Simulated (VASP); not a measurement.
# TiO2: single point with PBE+U

Crystal: TiO2.

```
Ti O
1.0
     2.70603   -2.70666    0.00000
     2.70603    2.70666    0.00000
    -2.63353    0.00000    4.79664
Ti O
2 4
Direct
  0.86589 0.13411 0.75000
  0.13411 0.86589 0.25000
  0.08876 0.33122 0.16715
  0.91124 0.66878 0.83285
  0.66878 0.91124 0.33285
  0.33122 0.08876 0.66715
```

```
Program                : VASP 6.6.1
Task                   : single point
Functional             : PBE
Potentials or basis    : VASP PAW PBE potentials, release 64 (Ti_sv, O)
Cutoff                 : 520 eV
k mesh                 : 8 × 8 × 6
Occupations            : fermi-dirac, width 0.05 eV
Spin                   : no spin polarisation
Hubbard terms          : Ti d U = 8.0 eV
Dipole correction      : no
Further INCAR settings : ALGO = Normal; EDIFF = 1e-06; NBANDS = 33
```

```
Pressure               : 12.8 GPa
Largest force          : 0.446 eV/Å
Band gap on the k mesh : 3.27 eV (least direct gap 3.66 eV)
```

Forces on the atoms (eV/Å):
```
Ti   0.000 -0.446  0.000
Ti   0.000  0.446  0.000
O   -0.170 -0.139  0.111
O    0.170  0.139 -0.111
O    0.170 -0.139 -0.111
O   -0.170  0.139  0.111
```

Stress tensor (GPa, compression positive):
```
13.57  0.00  0.83
 0.00 13.43  0.00
 0.83  0.00 11.37
```

Levels at points of the mesh, in eV from the valence-band top:
| k point | band 21 | band 22 | band 23 | band 24 | band 25 | band 26 | band 27 | band 28 |
| --- | --- | --- | --- | --- | --- | --- | --- | --- |
| (0.00, 0.00, 0.00) | -0.74 | -0.74 | -0.46 | -0.46 | 3.27 | 4.07 | 4.80 | 4.81 |
| (0.50, 0.00, 0.00) | -1.69 | -1.02 | -0.93 | -0.72 | 4.32 | 4.40 | 4.43 | 4.77 |
| (0.50, 0.50, 0.00) | -2.13 | -1.89 | -0.03 | 0.00 | 4.40 | 4.42 | 4.63 | 4.90 |
| (0.00, 0.00, 0.50) | -1.35 | -1.35 | -0.19 | -0.19 | 3.65 | 3.65 | 4.85 | 4.85 |
| (0.50, 0.00, 0.50) | -1.70 | -1.02 | -0.91 | -0.72 | 4.27 | 4.42 | 4.51 | 4.62 |
| (0.50, 0.50, 0.50) | -2.01 | -2.01 | -0.02 | -0.02 | 4.41 | 4.41 | 4.77 | 4.77 |

Eigenvalues of the final occupation matrices:
| site | spin | trace | eigenvalues |
| --- | --- | --- | --- |
| site 1 d | 1 | 0.73 | 0.08 0.08 0.09 0.24 0.24 |
| site 1 d | 2 | 0.73 | 0.08 0.08 0.09 0.24 0.24 |
| site 2 d | 1 | 0.73 | 0.08 0.08 0.09 0.24 0.24 |
| site 2 d | 2 | 0.73 | 0.08 0.08 0.09 0.24 0.24 |

It took 2.1 min on 1 thread of Intel(R) Xeon(R) 6975P-C (Granite Rapids), with other jobs on the host, peak memory 0.32 GiB.

Caveat: the cell stands under pressure. A k mesh can miss the band edges.
